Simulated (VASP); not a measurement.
Input of a VASP 6.6.1 run:

Contents of POSCAR:

```
Mg
1.0
    3.1720232863      0.0000000000      0.0000000000
   -1.5860116431      2.7470527473      0.0000000000
    0.0000000000      0.0000000000      5.1412049000
Mg
2
Direct
    0.3333333300      0.6666666700      0.2500000000
    0.6666666700      0.3333333300      0.7500000000
```

INCAR.step1

```
PREC = Accurate
ENCUT = 520
ISMEAR = 0
SIGMA = 0.1
LREAL = False
LASPH = True
NELM = 100
NBANDS = 9
GGA = PE
ALGO = Normal
EDIFF = 1E-4
LWAVE = True
LCHARG = False
```

File INCAR.step2:

```
PREC = Accurate
ENCUT = 520
EDIFF = 1E-6
ISMEAR = 0
SIGMA = 0.1
LREAL = False
LASPH = True
NELM = 100
ALGO = Normal
ISIF = 2
LWAVE = False
LCHARG = False
METAGGA = R2SCAN
LMIXTAU = True
NBANDS = 9
ISTART = 1
```

The input KPOINTS:

```
regular mesh
0
Gamma
  6 6 4
```

Potentials or basis: VASP PAW PBE potentials, release 64 (Mg).

Launch:

```bash
$ cat potpaw_PBE.64/Mg/POTCAR > POTCAR
$ cp INCAR.step1 INCAR
$ mpirun -np 1 vasp_std > vasp.out
$ cp INCAR.step2 INCAR
$ mpirun -np 1 vasp_std > vasp.out
```

(1) What does it give for the pressure?

(2) Predict the band gap on the k mesh.

Results:

(1) 0.2 GPa.

(2) zero (band 2 reaches 3.02 eV, above the bottom of band 3 at 1.60 eV).

Caveat: the k points lie up to 0.38 Å⁻¹ apart; the PAW data sets were made with another functional, which shifts forces and pressure a little.
